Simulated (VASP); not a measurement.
**KF (Carobbiite): single point with PBE-based screened hybrid**

Crystal: KF (Carobbiite).

```
CELL_PARAMETERS angstrom
0.00000 2.65896 2.65896
2.65896 0.00000 2.65896
2.65896 2.65896 0.00000
ATOMIC_POSITIONS crystal
K 0.00000 0.00000 0.00000
F 0.50000 0.50000 0.50000
```

```
Program             : VASP 6.6.1
Task                : single point
Functional          : PBE-based screened hybrid
Potentials or basis : VASP PAW PBE potentials, release 64 (K_sv, F)
Cutoff              : 520 eV
k mesh              : 4 × 4 × 4
Occupations         : gaussian, width 0.01 eV
Spin                : no spin polarisation
```

The pressure is 0.8 GPa. The band gap on the k mesh is 8.02 eV, direct.

Levels at points of the mesh, in eV from the valence-band top:
```csv
k point,band 6,band 7,band 8,band 9,band 10,band 11
"(0.00, 0.00, 0.00)",0.00,0.00,0.00,8.02,12.82,12.82
"(0.50, 0.00, 0.00)",-0.76,-0.35,-0.35,11.01,12.55,14.38
"(0.50, 0.50, 0.00)",-0.17,-0.04,-0.04,10.10,12.47,13.80
```

Wall time 7.8 min on 1 thread of Intel(R) Xeon(R) Platinum 8259CL CPU @ 2.50GHz (Skylake/Cascade Lake) (shared host), peak memory 0.27 GiB.

Caveat: the k points lie up to 0.51 Å⁻¹ apart; the PAW data sets were made with another functional, which shifts forces and pressure a little.
